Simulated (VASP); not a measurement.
# BP (zincblende type) (F-43m) in VASP: further runs, part 2 of 2

VASP 6.6.1.

## 3. Relaxation of cell and atoms, PBE

This run uses another cell than the first one, of 11.03 Å³/atom.

INCAR reads:

```
PREC     = Accurate       # precision mode
ENCUT    = 600            # plane-wave cutoff, eV
EDIFF    = 1E-6           # SCF threshold, eV
ISMEAR   = -1             # smearing method
SIGMA    = 0.08           # smearing width, eV
LREAL    = False          # projectors in reciprocal space
LASPH    = True           # aspherical terms in the spheres
NELM     = 100            # most SCF steps
ALGO     = Normal         # electronic algorithm
ISIF     = 3              # what is computed and relaxed
LWAVE    = False          # write WAVECAR
LCHARG   = False          # write CHGCAR
GGA      = PE             # functional
IBRION   = 2              # ionic algorithm
NSW      = 60             # ionic steps
EDIFFG   = -0.005         # ionic threshold
```

KPOINTS reads:

```
Automatic mesh
0
Gamma
  15 15 15
```

POSCAR reads:

```
BP
1.0
    0.0000000000      2.2260631449      2.2260631449
    2.2260631449      0.0000000000      2.2260631449
    2.2260631449      2.2260631449      0.0000000000
B P
1 1
Direct
    0.0000000000      0.0000000000      0.0000000000
    0.2500000000      0.2500000000      0.2500000000
```

Potentials or basis: VASP PAW PBE potentials, release 64 (B, P).

Run with:

```
> cat potpaw_PBE.64/B/POTCAR potpaw_PBE.64/P/POTCAR > POTCAR
> mpirun -np 1 vasp_std > vasp.out
```

OUTCAR:

```text
PREC = Accurate
   ENCUT = 600
   EDIFF = 1E-6
   ISMEAR = -1
   LREAL = False
   LASPH = True
   NELM = 100
   ISIF = 3
   GGA = PE
   IBRION = 2
   NSW = 60
   EDIFFG = -0.005

 ion  position               nearest neighbor table
   1  0.000  0.000  0.000-   2 1.93   2 1.93   2 1.93   2 1.93
   2  0.250  0.250  0.250-   1 1.93   1 1.93   1 1.93   1 1.93

  LATTYP: Found a face centered cubic cell.
 ALAT       =     4.4521262898

  Lattice vectors:

 A1 = (   0.0000000000,   2.2260631449,   2.2260631449)
 A2 = (   2.2260631449,   0.0000000000,   2.2260631449)
 A3 = (   2.2260631449,   2.2260631449,   0.0000000000)

Analysis of symmetry for initial positions (statically):
=====================================================================
 Subroutine PRICEL returns:
 Original cell was already a primitive cell.

 Routine SETGRP: Setting up the symmetry group for a
 face centered cubic supercell.

 Subroutine GETGRP returns: Found 24 space group operations
 (whereof 24 operations were pure point group operations)
 out of a pool of 48 trial point group operations.

The static configuration has the point symmetry T_d .

Analysis of symmetry for dynamics (positions and initial velocities):
=====================================================================
 Subroutine PRICEL returns:
 Original cell was already a primitive cell.

 Routine SETGRP: Setting up the symmetry group for a
 face centered cubic supercell.

 Subroutine GETGRP returns: Found 24 space group operations
 (whereof 24 operations were pure point group operations)
 out of a pool of 48 trial point group operations.

The dynamic configuration has the point symmetry T_d .

 Subroutine INISYM returns: Found 24 space group operations
 (whereof 24 operations are pure point group operations),
 and found     1 'primitive' translations

----------------------------------------------------------------------------------------

                                     Primitive cell

  volume of cell :      22.0619

  direct lattice vectors                    reciprocal lattice vectors
     0.000000000  2.226063145  2.226063145    -0.224611778  0.224611778  0.224611778
     2.226063145  0.000000000  2.226063145     0.224611778 -0.224611778  0.224611778
     2.226063145  2.226063145  0.000000000     0.224611778  0.224611778 -0.224611778

  length of vectors
     3.148128690  3.148128690  3.148128690     0.389039011  0.389039011  0.389039011

  position of ions in fractional coordinates (direct lattice)
     0.000000000  0.000000000  0.000000000
     0.250000000  0.250000000  0.250000000

  ion indices of the primitive-cell ions
   primitive index   ion index
                 1           1
                 2           2

----------------------------------------------------------------------------------------

 KPOINTS: Automatic mesh

Automatic generation of k-mesh.
 Grid dimensions read from file:
 generate k-points for:   15   15   15

 Generating k-lattice:

[... 44 lines left out ...]
   number of dos      NEDOS =    301   number of ions     NIONS =      2
   total plane-waves  NPLWV =  21952
   dimension x,y,z NGX =    28 NGY =   28 NGZ =   28
   dimension x,y,z NGXF=    56 NGYF=   56 NGZF=   56
   ions per type =               1   1
   NGX,Y,Z   is equivalent  to a cutoff of  14.79, 14.79, 14.79 a.u.
   NGXF,Y,Z  is equivalent  to a cutoff of  29.57, 29.57, 29.57 a.u.
 SYSTEM =  unknown system
   PREC   = accura    normal or accurate (medium, high low for compatibility)
   ISTART =      0    job   : 0-new  1-cont  2-samecut
   ICHARG =      2    charge: 1-file 2-atom 10-const
   ISPIN  =      1    spin polarized calculation?
   LNONCOLLINEAR =      F non collinear calculations
   LSORBIT =      F    spin-orbit coupling
   LASPH  =      T    aspherical Exc in radial PAW
   ENCUT  =  600.0 eV  44.10 Ry    6.64 a.u.   6.29  6.29  6.29*2*pi/ulx,y,z
   NELM   =    100;   NELMIN=  2; NELMDL= -5     # of ELM steps
   EDIFF  = 0.1E-05   stopping-criterion for ELM
   LREAL  =      F    real-space projection
   EDIFFG = -.5E-02   stopping-criterion for IOM
   NSW    =     60    number of steps for IOM
   IBRION =      2    ionic relax: 0-MD 1-quasi-New 2-CG
   NFREE  =      1    steps in history (QN), initial steepest desc. (CG)
   ISIF   =      3    stress and relaxation
   ISYM   =      2    0-nonsym 1-usesym 2-fastsym
   POTIM  = 0.5000    time-step for ionic-motion
   TEBEG  =    0.0;   TEEND  =   0.0 temperature during run
   PSTRESS=    0.0 pullay stress
   NELECT =       8.0000    total number of electrons
   NUPDOWN=      -1.0000    fix difference up-down
   EMIN   =  10.00;   EMAX   =-10.00  energy-range for DOS
   EFERMI =   0.00;   METHOD = LEGACY
   ISMEAR =    -1;   SIGMA  =   0.08  broadening in eV -4-tet -1-fermi 0-gaus
   EFERMI_NEDOS =   21; number of points for ismear=-14 and -15
   IALGO  =     38    algorithm
   IMIX   =      4    mixing-type and parameters
     AMIX     =   0.40;   BMIX     =  1.00
     AMIX_MAG =   1.60;   BMIX_MAG =  1.00
  volume/ion in A,a.u.               =      11.03        74.44
  Fermi-wavevector in a.u.,A,eV,Ry     =   1.167412  2.206088 18.542699  1.362850
  Thomas-Fermi vector in A             =   2.303912
   LORBIT       =      0    0 simple, 1 ext, 2 COOP (PROOUT), +10 PAW based schemes
   GGA     = PE    functional components
   LHFCALC =     F    Hartree Fock is set to
   AEXX    =    0.0000 exact exchange contribution
   IVDW    =     0    specifies the selected vdW correction
   LEPSILON=     F    determine dielectric tensor
   LRPA    =     F    only Hartree local field effects (RPA)
 conjugate gradient relaxation of ions
 non-spin polarized calculation
  energy-cutoff  :      600.00
  volume of cell :       22.06
 maximum number of plane-waves:       751
 NGX is ok and might be reduce to    28
   NGX = 13   NGY = 13   NGZ = 13

--------------------------------------- Ionic step        1  -------------------------------------------

 number of electron       8.0000000 magnetization

 Free energy of the ion-electron system (eV)
  ---------------------------------------------------
  ext. energy  EPLUGINS =         0.00000000
  ---------------------------------------------------
  free energy    TOTEN  =       -12.88365273 eV

  energy without entropy =      -12.88364562  energy(sigma->0) =      -12.88364918

------------------------ aborting loop because EDIFF is reached ----------------------------------------

  FORCE on cell =-STRESS in cart. coord.  units (eV):
  Direction    XX          YY          ZZ          XY          YZ          ZX
  --------------------------------------------------------------------------------------
  -------------------------------------------------------------------------------------
  Total        1.5767361      1.5767361      1.5767361     -0.0000000     -0.0000000      0.0000000
  in kB      114.5057168    114.5057168    114.5057168     -0.0000000     -0.0000000      0.0000000
  external PRESSURE =     114.5057168 kB  Pullay stress =       0.0000000 kB
[... 59 lines left out ...]
--------------------------------------- Ionic step        3  -------------------------------------------

 number of electron       8.0000000 magnetization

 Free energy of the ion-electron system (eV)
  ---------------------------------------------------
  ext. energy  EPLUGINS =         0.00000000
  ---------------------------------------------------
  free energy    TOTEN  =       -12.93220155 eV

  energy without entropy =      -12.93219726  energy(sigma->0) =      -12.93219940

 E-fermi :   7.9749     XC(G=0): -10.8827

 val. band max:        7.3647841339   @ k =   0.0000   0.0000   0.0000
 cond. band min:       8.6121284658   @ k =   0.4000   0.4000   0.0000
 fundamental gap:      1.2473443319
 Fermi energy:         7.9748770658

 k-point     1 :       0.0000    0.0000    0.0000
  band No.  band energies     occupation
      1      -8.0443      2.00000
      2       7.3648      1.99903
      3       7.3648      1.99903
      4       7.3648      1.99903
      5      10.7573      0.00000
      6      10.7573      0.00000
      7      10.7573      0.00000
      8      14.6525      0.00000
[... 243 lines left out ...]
 k-point    24 :       0.2000    0.1333    0.0000
  band No.  band energies     occupation
      1      -7.3309      2.00000
      2       4.7522      2.00000
      3       5.6635      2.00000
      4       5.9938      2.00000
      5      10.0766      0.00000
      6      12.9927      0.00000
      7      13.1493      0.00000
      8      14.4399      0.00000

 [... further k-points ...]

------------------------ aborting loop because EDIFF is reached ----------------------------------------

  FORCE on cell =-STRESS in cart. coord.  units (eV):
  Direction    XX          YY          ZZ          XY          YZ          ZX
  --------------------------------------------------------------------------------------
  -------------------------------------------------------------------------------------
  Total       -0.0059768     -0.0059768     -0.0059768     -0.0000000      0.0000000     -0.0000000
  in kB       -0.4075369     -0.4075369     -0.4075369     -0.0000000      0.0000000     -0.0000000
  external PRESSURE =      -0.4075369 kB  Pullay stress =       0.0000000 kB
[... 17 lines left out ...]
  FREE ENERGIE OF THE ION-ELECTRON SYSTEM (eV)
  ---------------------------------------------------
  free  energy   TOTEN  =       -12.9322015463 eV

  energy  without entropy=      -12.9321972588  energy(sigma->0) =      -12.93219940

 reached required accuracy - stopping structural energy minimisation
```

Wall time 76 s (1 thread of Intel Xeon 8259CL, shared host); peak memory 0.17 GiB.

Results:

```
Free energy                           : -12.9322 eV
Relaxed volume                        : 11.75 Å³/atom
Relaxed cell                          : a = 3.215 Å, b = 3.215 Å, c = 3.215 Å, α = 60.00°, β = 60.00°, γ = 60.00°
Space group after relaxing (to 0.1 Å) : F-43m (No. 216)
Energy gained by relaxing             : 24.3 meV/atom
Ionic steps                           : 3
Pressure after relaxing               : 0.0 GPa
Band gap on the k mesh                : 1.25 eV (least direct gap 3.39 eV)
```

The path:
| step | energy change (eV) | largest force (eV/Å) | pressure (GPa) | volume (Å³) |
| --- | --- | --- | --- | --- |
| 1 | 0.0000 | 0.0000 | 11.45 | 22.06 |
| 2 | -0.0206 | 0.0000 | -7.26 | 24.68 |
| 3 | -0.0485 | 0.0000 | -0.04 | 23.50 |

Final structure:
```yaml
crystal:
  lattice:
    - [0.00000, 2.27332, 2.27332]
    - [2.27332, 0.00000, 2.27332]
    - [2.27332, 2.27332, 0.00000]
  atoms:
    - { symbol: B, position: [0.00000, 0.00000, 0.00000] }
    - { symbol: P, position: [0.25000, 0.25000, 0.25000] }
```

Caveat: an odd mesh through Γ misses points on the zone boundary, where band edges can lie.
